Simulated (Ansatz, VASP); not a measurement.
## C in VASP and in Ansatz

Contents of INCAR:

```
  PREC = Accurate
  ENCUT = 910
  EDIFF = 1E-6
  ISMEAR = 0
  SIGMA = 0.05
  LREAL = F
  LASPH = T
  NELM = 120
  ALGO = Normal
  ISIF = 2
  LWAVE = F
  LCHARG = F
  NBANDS = 26
  GGA_COMPAT = F
```

File KPOINTS:

```
Automatic mesh
0
Gamma
  8 8 8
```

The input POSCAR:

```
C
1.0
   -2.4103983070      2.4465542816      2.4465542816
    2.4103983070     -2.3742423324      2.3742423324
    2.4103983070      2.3742423324     -2.3742423324
C
8
Direct
    0.3254710870      0.0000000000      0.0000000000
    0.6745289130      0.6745289130      0.6745289130
    0.0000000000      0.3254710870      0.0000000000
    0.0000000000      0.0000000000      0.3254710870
    0.0000000000      0.6745289130      0.0000000000
    0.3254710870      0.3254710870      0.3254710870
    0.6745289130      0.0000000000      0.0000000000
    0.0000000000      0.0000000000      0.6745289130
```

Input for Ansatz:

```yaml
crystal:
  lattice:
    - [-2.410398307, 2.4465542816, 2.4465542816]
    - [2.410398307, -2.3742423324, 2.3742423324]
    - [2.410398307, 2.3742423324, -2.3742423324]
  atoms:
    - { symbol: C, position: [0.325471087, 0.0, 0.0] }
    - { symbol: C, position: [0.674528913, 0.674528913, 0.674528913] }
    - { symbol: C, position: [0.0, 0.325471087, 0.0] }
    - { symbol: C, position: [0.0, 0.0, 0.325471087] }
    - { symbol: C, position: [0.0, 0.674528913, 0.0] }
    - { symbol: C, position: [0.325471087, 0.325471087, 0.325471087] }
    - { symbol: C, position: [0.674528913, 0.0, 0.0] }
    - { symbol: C, position: [0.0, 0.0, 0.674528913] }
basis:
  ecutwfc: 420
kpoints:
  mp_grid: { grid: [8, 8, 8] }
hamiltonian:
  xc: lda
scf:
  occupations: { method: gaussian, width: 0.05 }
output:
  forces: true
  stress: true
  eigenvalues: true
```

Change from the starting cell: strain +0.0300 x Voigt [0, 0, 0, 1, 0, 0], atoms carried along.

Alike in both runs: task single point; functional LDA; k mesh 8 × 8 × 8; occupations gaussian, width 0.05 eV; no spin polarisation.

|  | VASP | Ansatz |
| --- | --- | --- |
| version | VASP 6.6.1 | Ansatz 0.2.0 |
| potentials or method | VASP PAW LDA potentials, release 64 (C_h), cutoff 910 eV | scalar-relativistic, plane waves, PAW |
| valence electrons in the cell | 32 | 32 |

```tsv
	VASP	Ansatz	Ansatz less VASP
gap on the k mesh at the Fermi level (eV)	2.79	2.79	+0.005
least direct gap on the mesh (eV)	3.65	3.67	+0.017
rms of the force components (eV/Å)	0.048	0.045	-0.0033
```

LDA's correlation is that of Perdew and Zunger in VASP and of Perdew and Wang (1992) in Ansatz. Atom by atom the forces differ by 0.022 eV/Å (rms over components).

Noted on VASP's run: the cutoff is short for stress, so the pressure is rough.
